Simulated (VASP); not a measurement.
Crystal: Sn2SeS3.

```
Sn Se S
1.0
     3.02118    1.74428    4.92099
    -3.02118    1.74428    4.92099
     0.00000   -3.48856    4.92099
Sn Se S
2 1 3
Direct
  0.69990 0.69990 0.69990
  0.30010 0.30010 0.30010
  0.00000 0.00000 0.00000
  0.00000 0.50000 0.00000
  0.50000 0.00000 0.00000
  0.00000 0.00000 0.50000
```

The cell was built from a structure type or drawn by symmetry, and may not be a known phase.

| Quantity | Value |
| --- | --- |
| Program | VASP 6.6.1 |
| Task | relaxation of cell and atoms |
| Functional | PBE |
| Potentials or basis | VASP PAW PBE potentials, release 64 (Sn_d, Se, S) |
| Cutoff | 600 eV |
| k mesh | 6 × 6 × 6 |
| Occupations | gaussian, width 0.1 eV |
| Spin | no spin polarisation |

At the start: pressure 0.6 GPa; volume 25.93 Å³/atom.

Question: Where does the relaxation end?

Answer: Over 13 steps the energy falls by 359.8 meV/atom and the volume is 25.74 Å³/atom (-0.8 %); space group R-3m (No. 166, to 0.1 Å) before and after.

The path:
```csv
step,energy change (eV),largest force (eV/Å),pressure (GPa),volume (Å³)
1,0.0000,0.1745,0.57,155.60
2,-0.1152,0.2356,0.51,157.63
3,-0.5978,0.2135,0.53,163.19
4,-1.6056,0.5320,0.57,171.50
5,-1.1681,1.9799,3.22,174.14
6,-1.8278,1.0395,1.00,175.17
7,-1.8565,0.3400,-1.61,184.17
8,-1.8719,0.5910,-0.70,180.75
9,-1.9212,0.5451,-0.65,177.87
10,-2.0430,0.4034,-0.44,169.41
11,-2.1552,0.1513,0.52,153.31
12,-2.1335,0.3251,-1.55,157.44
13,-2.1588,0.0113,-0.09,154.43
```

Final structure:
```cif
data_structure
_symmetry_space_group_name_H-M 'P 1'
_symmetry_Int_Tables_number 1
_cell_length_a 5.3918
_cell_length_b 5.3918
_cell_length_c 5.3918
_cell_angle_alpha 84.112
_cell_angle_beta 84.112
_cell_angle_gamma 84.112
_cell_volume 154.43
loop_
_atom_site_label
_atom_site_type_symbol
_atom_site_fract_x
_atom_site_fract_y
_atom_site_fract_z
_atom_site_occupancy
Sn1 Sn 0.67357 0.67357 0.67357 1
Sn2 Sn 0.32643 0.32643 0.32643 1
Se1 Se 0.00000 0.00000 0.00000 1
S1 S 0.00000 0.50000 0.00000 1
S2 S 0.50000 0.00000 0.00000 1
S3 S 0.00000 0.00000 0.50000 1
```
